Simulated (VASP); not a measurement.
# Cd: single point with BLYP

The system is Cd.

```
CELL_PARAMETERS angstrom
-3.16091 3.05858 1.58354
3.05858 -3.16091 1.58354
3.05974 3.05974 -1.77094
ATOMIC_POSITIONS crystal
Cd 0.99679 0.00321 0.00000
Cd 0.75321 0.24679 0.50000
```

| Item | Value |
| --- | --- |
| Program | VASP 6.6.1 |
| Task | single point |
| Functional | BLYP |
| Potentials or basis | VASP PAW PBE potentials, release 64 (Cd) |
| Cutoff | 520 eV |
| k mesh | 13 × 13 × 9 |
| Occupations | fermi-dirac, width 0.1 eV |
| Spin | no spin polarisation |

```yaml
Pressure: 0.1 GPa
Band_gap_on_the_k_mesh: zero (bands 12 and 13 overlap by 3.82 eV)
```

Stress tensor (GPa, compression positive):
```
 0.24  0.01  0.02
 0.01  0.24  0.02
 0.02  0.02 -0.05
```

Levels at points of the mesh, in eV from the Fermi level:
```
           k point  band 8  band 9  band 10  band 11  band 12  band 13  band 14  band 15  band 16  band 17
(0.00, 0.00, 0.00)   -8.33   -8.21    -8.00    -6.86     1.18     1.25     1.69     6.00     9.37     9.46
```

Wall time 3.2 min on 1 thread of Intel(R) Xeon(R) 6975P-C (Granite Rapids) (shared host), peak memory 0.48 GiB.

Caveat: the PAW data sets were made with another functional, which shifts forces and pressure a little.
